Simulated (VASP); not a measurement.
Wanted: the native input for a VASP 6.6.1 run.

```
Task                   : single point
Functional             : LDA
Potentials or basis    : VASP PAW LDA potentials, release 64 (Ca_sv, O)
Cutoff                 : 520 eV
k mesh                 : 8 × 8 × 8
Occupations            : gaussian, width 0.05 eV
Spin                   : no spin polarisation
Dipole correction      : no
Further INCAR settings : ALGO = Normal; EDIFF = 1e-06; NBANDS = 15
```

The structure of CaO lies in POSCAR:

```
CaO
1.0
    0.0000000000      2.4122650000      2.4857350000
    2.4122650000      0.0000000000      2.4857350000
    2.4122650000      2.4122650000      0.0000000000
Ca O
1 1
Direct
    0.0000000000      0.0000000000      0.0000000000
    0.5000000000      0.5000000000      0.5000000000
```

This cell differs from its parent crystal: strain -0.015 along x and y, +0.015 along z.

These files were run (other wordings do the same):

INCAR

```
SYSTEM = CaO
PREC     = Accurate       ! precision mode
ENCUT    = 520            ! plane-wave cutoff, eV
EDIFF    = 1E-6           ! SCF threshold, eV
ISMEAR   = 0              ! smearing method
SIGMA    = 0.05           ! smearing width, eV
LREAL    = .FALSE.        ! projectors in reciprocal space
LASPH    = .TRUE.         ! aspherical terms in the spheres
NELM     = 60             ! most SCF steps
ALGO     = Normal         ! electronic algorithm
ISIF     = 2              ! what is computed and relaxed
LWAVE    = .FALSE.        ! write WAVECAR
LCHARG   = .FALSE.        ! write CHGCAR
NBANDS   = 15             ! bands
```

KPOINTS

```
regular mesh
0
G
  8 8 8
  0 0 0
```

Potentials or basis: VASP PAW LDA potentials, release 64 (Ca_sv, O).

Command:

```sh
$ cat potpaw_LDA.64/Ca_sv/POTCAR potpaw_LDA.64/O/POTCAR > POTCAR
$ mpirun -np 1 vasp_std > vasp.out
```

Results of the run:

| Item | Value |
| --- | --- |
| Pressure | -9.8 GPa |
| Band gap on the k mesh | 3.43 eV, indirect (least direct gap 3.83 eV) |

Caveat: the cell differs from its parent crystal (strain -0.015 along x and y, +0.015 along z).

It took 17 s on 1 thread of Intel(R) Xeon(R) Platinum 8488C (Sapphire Rapids), on a shared host, peak memory 0.15 GiB.
